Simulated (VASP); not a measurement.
# H2CClF (CH2ClF) in VASP: a series of runs

H2CClF (CH2ClF) is run at these levels: PBE+D3(BJ); tasks: single point, relaxation of the atoms.

All numbers are computed with VASP 6.6.1; they aren't measurements. Logs are shortened: lines on timing, memory, paths and dates and some standing lists are left out, and cuts for length are marked.

## Step 1: The cell of the first run

The cell holds a molecule in a box, 5 atoms: a = 11.200 Å, b = 11.000 Å, c = 11.700 Å, α = 90.00°, β = 90.00°, γ = 90.00°.

## Step 2: Single point, PBE+D3(BJ)

INCAR

```
PREC = Accurate
ENCUT = 520
EDIFF = 1E-6
ISMEAR = 0
SIGMA = 0.01
LREAL = F
LASPH = T
NELM = 100
ALGO = Normal
ISIF = 2
LWAVE = F
LCHARG = F
GGA = PE
IVDW = 12
NBANDS = 18
```

KPOINTS

```
regular mesh
0
Gamma
  1 1 1
```

POSCAR

```
H2CClF
1.0
   11.2000000000      0.0000000000      0.0000000000
    0.0000000000     11.0000000000      0.0000000000
    0.0000000000      0.0000000000     11.7000000000
H C Cl F
2 1 1 1
Direct
    0.4891687185      0.5821515248      0.4773389418
    0.5991434154      0.4807849420      0.5430876796
    0.5126118403      0.4888938457      0.5004584223
    0.4008565846      0.4341156774      0.5968300607
    0.5129736545      0.4178484752      0.4031699393
```

Potentials or basis: VASP PAW PBE potentials, release 64 (H, C, Cl, F).

Launch:

```sh
cat potpaw_PBE.64/H/POTCAR potpaw_PBE.64/C/POTCAR potpaw_PBE.64/Cl/POTCAR potpaw_PBE.64/F/POTCAR > POTCAR
mpirun -np 1 vasp_gam > vasp.out
```

OUTCAR:

```text
PREC = Accurate
   ENCUT = 520
   EDIFF = 1E-6
   ISMEAR = 0
   LREAL = F
   LASPH = T
   NELM = 100
   ISIF = 2
   GGA = PE
   IVDW = 12
 IVDW          = 12

 ion  position               nearest neighbor table
   1  0.489  0.582  0.477-   3 1.09
   2  0.599  0.481  0.543-   3 1.09
   3  0.513  0.489  0.500-   1 1.09   2 1.09   5 1.38   4 1.79
   4  0.401  0.434  0.597-   3 1.79
   5  0.513  0.418  0.403-   3 1.38

  LATTYP: Found a simple orthorhombic cell.
 ALAT       =    11.0000000000
 B/A-ratio  =     1.0181818182
 C/A-ratio  =     1.0636363636

  Lattice vectors:

 A1 = (   0.0000000000, -11.0000000000,   0.0000000000)
 A2 = (  11.2000000000,   0.0000000000,   0.0000000000)
 A3 = (   0.0000000000,   0.0000000000,  11.7000000000)

Analysis of symmetry for initial positions (statically):
=====================================================================
 Subroutine PRICEL returns:
 Original cell was already a primitive cell.

 Routine SETGRP: Setting up the symmetry group for a
 simple orthorhombic supercell.

 Subroutine GETGRP returns: Found  1 space group operations
 (whereof  1 operations were pure point group operations)
 out of a pool of  8 trial point group operations.

The static configuration has the point symmetry C_1 .

Analysis of symmetry for dynamics (positions and initial velocities):
=====================================================================
 Subroutine PRICEL returns:
 Original cell was already a primitive cell.

 Routine SETGRP: Setting up the symmetry group for a
 simple orthorhombic supercell.

 Subroutine GETGRP returns: Found  1 space group operations
 (whereof  1 operations were pure point group operations)
 out of a pool of  8 trial point group operations.

The dynamic configuration has the point symmetry C_1 .

 Subroutine INISYM returns: Found  1 space group operations
 (whereof  1 operations are pure point group operations),
 and found     1 'primitive' translations

----------------------------------------------------------------------------------------

                                     Primitive cell

  volume of cell :    1441.4400

  direct lattice vectors                    reciprocal lattice vectors
    11.200000000  0.000000000  0.000000000     0.089285714  0.000000000  0.000000000
     0.000000000 11.000000000  0.000000000     0.000000000  0.090909091  0.000000000
     0.000000000  0.000000000 11.700000000     0.000000000  0.000000000  0.085470085

  length of vectors
    11.200000000 11.000000000 11.700000000     0.089285714  0.090909091  0.085470085

  position of ions in fractional coordinates (direct lattice)
     0.489168718  0.582151525  0.477338942
     0.599143415  0.480784942  0.543087680
     0.512611840  0.488893846  0.500458422
     0.400856585  0.434115677  0.596830061
     0.512973655  0.417848475  0.403169939

  ion indices of the primitive-cell ions
   primitive index   ion index
                 1           1
                 2           2
                 3           3
                 4           4
                 5           5

----------------------------------------------------------------------------------------

 KPOINTS: regular mesh

Automatic generation of k-mesh.
 Grid dimensions read from file:
 generate k-points for:    1    1    1

 Generating k-lattice:

  Cartesian coordinates                     Fractional coordinates (reciprocal lattice)
     0.089285714  0.000000000  0.000000000     1.000000000  0.000000000  0.000000000
     0.000000000  0.090909091  0.000000000     0.000000000  1.000000000  0.000000000
     0.000000000  0.000000000  0.085470085     0.000000000  0.000000000  1.000000000

  Length of vectors
     0.089285714  0.090909091  0.085470085

  Shift w.r.t. Gamma in fractional coordinates (k-lattice)
     0.000000000  0.000000000  0.000000000

 Subroutine IBZKPT returns following result:
 ===========================================

 Found      1 irreducible k-points:

 Following reciprocal coordinates:
            Coordinates               Weight
  0.000000  0.000000  0.000000      1.000000
   k-points           NKPTS =      1   k-points in BZ     NKDIM =      1   number of bands    NBANDS=     18
   number of dos      NEDOS =    301   number of ions     NIONS =      5
   total plane-waves  NPLWV = 635040
   dimension x,y,z NGX =    84 NGY =   84 NGZ =   90
   dimension x,y,z NGXF=   168 NGYF=  168 NGZF=  180
   ions per type =               2   1   1   1
   NGX,Y,Z   is equivalent  to a cutoff of  12.47, 12.70, 12.79 a.u.
   NGXF,Y,Z  is equivalent  to a cutoff of  24.94, 25.39, 25.58 a.u.
 SYSTEM =  unknown system
   PREC   = accura    normal or accurate (medium, high low for compatibility)
   ISTART =      0    job   : 0-new  1-cont  2-samecut
   ICHARG =      2    charge: 1-file 2-atom 10-const
   ISPIN  =      1    spin polarized calculation?
   LNONCOLLINEAR =      F non collinear calculations
   LSORBIT =      F    spin-orbit coupling
   LASPH  =      T    aspherical Exc in radial PAW
   ENCUT  =  520.0 eV  38.22 Ry    6.18 a.u.  20.82 20.45 21.75*2*pi/ulx,y,z
   NELM   =    100;   NELMIN=  2; NELMDL= -5     # of ELM steps
   EDIFF  = 0.1E-05   stopping-criterion for ELM
   LREAL  =      F    real-space projection
   EDIFFG = 0.1E-04   stopping-criterion for IOM
   NSW    =      0    number of steps for IOM
   IBRION =     -1    ionic relax: 0-MD 1-quasi-New 2-CG
   NFREE  =      0    steps in history (QN), initial steepest desc. (CG)
   ISIF   =      2    stress and relaxation
   ISYM   =      2    0-nonsym 1-usesym 2-fastsym
   POTIM  = 0.5000    time-step for ionic-motion
   TEBEG  =    0.0;   TEEND  =   0.0 temperature during run
   PSTRESS=    0.0 pullay stress
   NELECT =      20.0000    total number of electrons
   NUPDOWN=      -1.0000    fix difference up-down
   EMIN   =  10.00;   EMAX   =-10.00  energy-range for DOS
   EFERMI =   0.00;   METHOD = LEGACY
   ISMEAR =     0;   SIGMA  =   0.01  broadening in eV -4-tet -1-fermi 0-gaus
   EFERMI_NEDOS =   21; number of points for ismear=-14 and -15
   IALGO  =     38    algorithm
   IMIX   =      4    mixing-type and parameters
     AMIX     =   0.40;   BMIX     =  1.00
     AMIX_MAG =   1.60;   BMIX_MAG =  1.00
  volume/ion in A,a.u.               =     288.29      1945.46
  Fermi-wavevector in a.u.,A,eV,Ry     =   0.393386  0.743392  2.105540  0.154753
  Thomas-Fermi vector in A             =   1.337407
   LORBIT       =      0    0 simple, 1 ext, 2 COOP (PROOUT), +10 PAW based schemes
   GGA     = PE    functional components
   LHFCALC =     F    Hartree Fock is set to
   AEXX    =    0.0000 exact exchange contribution
   IVDW    =    12    specifies the selected vdW correction
   LEPSILON=     F    determine dielectric tensor
   LRPA    =     F    only Hartree local field effects (RPA)
 non-spin polarized calculation
 Gauss-broadening in eV      SIGMA  =   0.01
  energy-cutoff  :      520.00
  volume of cell :     1441.44
 maximum number of plane-waves:     19416
 NGX is ok and might be reduce to    84
   NGX = 41   NGY = 41   NGZ = 43

 number of electron      19.9999995 magnetization

 Free energy of the ion-electron system (eV)
  ---------------------------------------------------
  ext. energy  EPLUGINS =         0.00000000
  ---------------------------------------------------
  free energy    TOTEN  =       -22.56659295 eV

  energy without entropy =      -22.56659295  energy(sigma->0) =      -22.56659295

 E-fermi :  -7.1258     XC(G=0):  -0.7317

 val. band max:       -7.2367392922   @ k =   0.0000   0.0000   0.0000
 cond. band min:      -0.7548468870   @ k =   0.0000   0.0000   0.0000
 fundamental gap:      6.4818924053
 Fermi energy:        -7.1257808888

 k-point     1 :       0.0000    0.0000    0.0000
  band No.  band energies     occupation
      1     -30.5247      2.00000
      2     -21.4025      2.00000
      3     -16.8236      2.00000
      4     -12.7470      2.00000
      5     -12.6737      2.00000
      6     -11.7852      2.00000
      7      -8.9327      2.00000
      8      -8.9050      2.00000
      9      -7.6610      2.00000
     10      -7.2367      2.00000
     11      -0.7548      0.00000
     12      -0.3567      0.00000
     13       0.3233      0.00000
     14       0.6326      0.00000
     15       0.7901      0.00000
     16       0.9651      0.00000
     17       1.0592      0.00000
     18       1.1276      0.00000

------------------------ aborting loop because EDIFF is reached ----------------------------------------

 Edisp (eV)   -0.06418

 E8    (eV) :    -0.0197

  FORCE on cell =-STRESS in cart. coord.  units (eV):
  Direction    XX          YY          ZZ          XY          YZ          ZX
  --------------------------------------------------------------------------------------
  -------------------------------------------------------------------------------------
  Total      -0.22653    -0.07880     0.02650    -0.14299     0.13104     0.09652
  in kB      -0.25179    -0.08759     0.02945    -0.15894     0.14566     0.10729
  external pressure =       -0.10 kB  Pullay stress =        0.00 kB

 VOLUME and BASIS-vectors are now :
 -----------------------------------------------------------------------------
  energy-cutoff  :      520.00
  volume of cell :     1441.44
      direct lattice vectors                 reciprocal lattice vectors
    11.200000000  0.000000000  0.000000000     0.089285714  0.000000000  0.000000000
     0.000000000 11.000000000  0.000000000     0.000000000  0.090909091  0.000000000
     0.000000000  0.000000000 11.700000000     0.000000000  0.000000000  0.085470085

 POSITION                                       TOTAL-FORCE (eV/Angst)
 -----------------------------------------------------------------------------------
      5.47869      6.40367      5.58487         0.012165      0.083257     -0.024777
      6.71041      5.28863      6.35413         0.060691      0.020506      0.014694
      5.74125      5.37783      5.85536        -0.301660     -0.205306      0.224058
      4.48959      4.77527      6.98291         0.144284      0.113668     -0.060159
      5.74530      4.59633      4.71709         0.084519     -0.012125     -0.153817
 -----------------------------------------------------------------------------------
    total drift:                                0.001860      0.000466     -0.000069

  FREE ENERGIE OF THE ION-ELECTRON SYSTEM (eV)
  ---------------------------------------------------
  free  energy   TOTEN  =       -22.6307720782 eV

  energy  without entropy=      -22.6307720782  energy(sigma->0) =      -22.63077208
```

Run time: 78 s. Hardware: 1 thread of AMD EPYC 7R13 (Zen 3), shared host; peak memory 1.1 GiB.

What came out:

* Free energy: -22.6308 eV
* Largest force: 0.428 eV/Å
* Gap between the frontier levels: 6.48 eV
* Dispersion energy per atom: -0.013 eV

Forces in eV/Å, atoms in the order of the input:
```
H    0.012  0.083 -0.025
H    0.061  0.021  0.015
C   -0.302 -0.205  0.224
Cl   0.144  0.114 -0.060
F    0.085 -0.012 -0.154
```

## Step 3: Single point, PBE+D3(BJ)

INCAR

```
PREC = Accurate ; ENCUT = 520
EDIFF = 1E-6 ; ISMEAR = 0
SIGMA = 0.01 ; LREAL = False
LASPH = True ; NELM = 100
ALGO = Normal ; ISIF = 2
LWAVE = False ; LCHARG = False
GGA = PE ; IVDW = 12
NBANDS = 18
```

KPOINTS

```
Automatic mesh
0
Gamma
  1 1 1
```

POSCAR

```
H2CClF
1.0
   11.2000000000      0.0000000000      0.0000000000
    0.0000000000     11.0000000000      0.0000000000
    0.0000000000      0.0000000000     11.7000000000
H C Cl F
2 1 1 1
Direct
    0.4892226998      0.5819104833      0.4773745938
    0.5988413134      0.4807730752      0.5430090486
    0.5121060263      0.4881773424      0.5002596292
    0.4010352872      0.4345455042      0.5972361845
    0.5135488866      0.4183880601      0.4030055876
```

Potentials or basis: VASP PAW PBE potentials, release 64 (H, C, Cl, F).

Launch:

```sh
cat potpaw_PBE.64/H/POTCAR potpaw_PBE.64/C/POTCAR potpaw_PBE.64/Cl/POTCAR potpaw_PBE.64/F/POTCAR > POTCAR
mpirun -np 1 vasp_gam > vasp.out
```

It took 90 s on 1 thread of AMD EPYC 7R13 (Zen 3), shared host; peak memory 1.1 GiB.

The run converged. Its results:

```yaml
Free_energy: -22.6315 eV
Largest_force: 0.416 eV/Å
Gap_between_the_frontier_levels: 6.50 eV
Dispersion_energy_per_atom: -0.013 eV
```

Forces in eV/Å, atoms in the order of the input:
```
H   -0.001  0.014 -0.003
H    0.013  0.002  0.005
C   -0.089  0.161  0.374
Cl   0.068  0.033 -0.061
F    0.008 -0.210 -0.315
```

Levels at points of the mesh, in eV from the valence-band top:
| k point | band 6 | band 7 | band 8 | band 9 | band 10 | band 11 | band 12 | band 13 | band 14 | band 15 |
| --- | --- | --- | --- | --- | --- | --- | --- | --- | --- | --- |
| (0.00, 0.00, 0.00) | -4.62 | -1.72 | -1.70 | -0.46 | 0.00 | 6.50 | 6.87 | 7.58 | 7.85 | 8.01 |

## Step 4: Relaxation of the atoms, PBE+D3(BJ)

INCAR

```
ALGO     = Normal         # electronic algorithm
EDIFF    = 1E-6           # SCF threshold, eV
EDIFFG   = -0.01          # ionic threshold
ENCUT    = 520            # plane-wave cutoff, eV
GGA      = PE             # functional
IBRION   = 2              # ionic algorithm
ISIF     = 2              # what is computed and relaxed
ISMEAR   = 0              # smearing method
IVDW     = 12             # dispersion correction
LASPH    = T              # aspherical terms in the spheres
LCHARG   = F              # write CHGCAR
LREAL    = F              # projectors in reciprocal space
LWAVE    = F              # write WAVECAR
NELM     = 60             # most SCF steps
NSW      = 80             # ionic steps
PREC     = Accurate       # precision mode
SIGMA    = 0.01           # smearing width, eV
```

KPOINTS

```
k-points
0
Gamma
  1 1 1
```

POSCAR

```
H2CClF
1.0
   11.2000000000      0.0000000000      0.0000000000
    0.0000000000     11.0000000000      0.0000000000
    0.0000000000      0.0000000000     11.7000000000
H C Cl F
2 1 1 1
Direct
    0.4891687185      0.5821515248      0.4773389418
    0.5991434154      0.4807849420      0.5430876796
    0.5126118403      0.4888938457      0.5004584223
    0.4008565846      0.4341156774      0.5968300607
    0.5129736545      0.4178484752      0.4031699393
```

Launch:

```sh
cat potpaw_PBE.64/H/POTCAR potpaw_PBE.64/C/POTCAR potpaw_PBE.64/Cl/POTCAR potpaw_PBE.64/F/POTCAR > POTCAR
mpirun -np 1 vasp_gam > vasp.out
```

It took 8.8 min on 1 thread of AMD EPYC 7R13 (Zen 3), shared host; peak memory 1.3 GiB.

The run converged. Its results:

```yaml
Free_energy: -22.6346 eV
Energy_gained_by_relaxing: 0.8 meV/atom
Ionic_steps: 11
Largest_force_after_relaxing: 0.008 eV/Å
Gap_between_the_frontier_levels: 6.55 eV
Dispersion_energy_per_atom: -0.013 eV
```

Forces on the atoms (eV/Å):
```
H   -0.006 -0.003 -0.002
H   -0.004 -0.006  0.002
C    0.001  0.001  0.001
Cl   0.006  0.004 -0.002
F    0.003  0.004  0.001
```

Step by step:
| step | energy change (eV) | largest force (eV/Å) | pressure (GPa) |
| --- | --- | --- | --- |
| 1 | 0.0000 | 0.4282 | -0.01 |
| 2 | 0.0002 | 0.4758 | -0.02 |
| 3 | -0.0032 | 0.1040 | -0.02 |
| 4 | -0.0034 | 0.1527 | -0.01 |
| 5 | -0.0036 | 0.0796 | -0.01 |
| 6 | -0.0037 | 0.0378 | -0.01 |
| 7 | -0.0037 | 0.0281 | -0.01 |
| 8 | -0.0038 | 0.0324 | -0.01 |
| 9 | -0.0038 | 0.0280 | -0.01 |
| 10 | -0.0038 | 0.0285 | -0.01 |
| 11 | -0.0038 | 0.0075 | -0.01 |

Final structure:
```
H C Cl F
1.0
    11.20000    0.00000    0.00000
     0.00000   11.00000    0.00000
     0.00000    0.00000   11.70000
H C Cl F
2 1 1 1
Cartesian
  5.4801 6.4020 5.5857
  6.7078 5.2897 6.3534
  5.7324 5.3716 5.8606
  4.4937 4.7806 6.9849
  5.7513 4.5978 4.7099
```

Levels at points of the mesh, in eV from the valence-band top:
| k point | band 6 | band 7 | band 8 | band 9 | band 10 | band 11 | band 12 | band 13 | band 14 |
| --- | --- | --- | --- | --- | --- | --- | --- | --- | --- |
| (0.00, 0.00, 0.00) | -4.55 | -1.67 | -1.67 | -0.47 | 0.00 | 6.55 | 6.90 | 7.56 | 7.87 |

## Step 5: Single point, PBE+D3(BJ)

INCAR

```
PREC = Accurate
ENCUT = 910
EDIFF = 1E-6
ISMEAR = 0
SIGMA = 0.01
LREAL = F
LASPH = T
NELM = 120
ALGO = Normal
ISIF = 2
LWAVE = F
LCHARG = F
GGA = PE
IVDW = 12
NBANDS = 18
GGA_COMPAT = F
NELMDL = -8
```

KPOINTS

```
regular mesh
0
Gamma
  1 1 1
```

POSCAR is that of step 4.

Potentials or basis: VASP PAW PBE potentials, release 64 (H_h, C_h, Cl, F_h).

Launch:

```sh
cat potpaw_PBE.64/H_h/POTCAR potpaw_PBE.64/C_h/POTCAR potpaw_PBE.64/Cl/POTCAR potpaw_PBE.64/F_h/POTCAR > POTCAR
mpirun -np 1 vasp_gam > vasp.out
```

Wall time 6.1 min (1 thread of Intel Xeon Platinum 8488C (Sapphire Rapids), shared host); peak memory 2.1 GiB.

The run converged. Its results:

```yaml
Free_energy: -22.7096 eV
Largest_force: 0.468 eV/Å
Gap_between_the_frontier_levels: 6.48 eV
Dispersion_energy_per_atom: -0.013 eV
```

Forces on the atoms (eV/Å):
```
H    0.015  0.076 -0.019
H    0.051  0.024  0.013
C   -0.292 -0.365 -0.023
Cl   0.146  0.114 -0.062
F    0.080  0.152  0.091
```

Levels at points of the mesh, in eV from the valence-band top:
| k point | band 7 | band 8 | band 9 | band 10 | band 11 | band 12 | band 13 | band 14 |
| --- | --- | --- | --- | --- | --- | --- | --- | --- |
| (0.00, 0.00, 0.00) | -1.71 | -1.68 | -0.42 | 0.00 | 6.48 | 6.88 | 7.57 | 7.87 |

Caveat: the cutoff is under 1.25 times the usual one of these potentials, so pressure, stress and relaxed cells hold a basis-set (Pulay) error.

## Step 6: Overview

| task | potentials or basis | cell | cutoff (eV) | second run | gap on the mesh (eV) | largest force (eV/Å) |
| --- | --- | --- | --- | --- | --- | --- |
| single point | VASP PAW PBE potentials, release 64 (H, C, Cl, F) | as given | 520 | - | 6.50 | 0.42 |
| relaxation of the atoms | VASP PAW PBE potentials, release 64 (H, C, Cl, F) | atoms relaxed | 520 | - | 6.55 | 0.01 |
| single point | VASP PAW PBE potentials, release 64 (H_h, C_h, Cl, F_h) | as given | 910 | hard_potentials | 6.48 | 0.47 |

Alike in all rows: level PBE+D3(BJ); no spin polarisation; k mesh 1 × 1 × 1; smearing gaussian 0.01 eV.

Caveats: the cutoff is under 1.25 times the usual one of these potentials, so pressure, stress and relaxed cells hold a basis-set (Pulay) error (some runs).

Absolute energies hang on the potentials; compare differences alone.
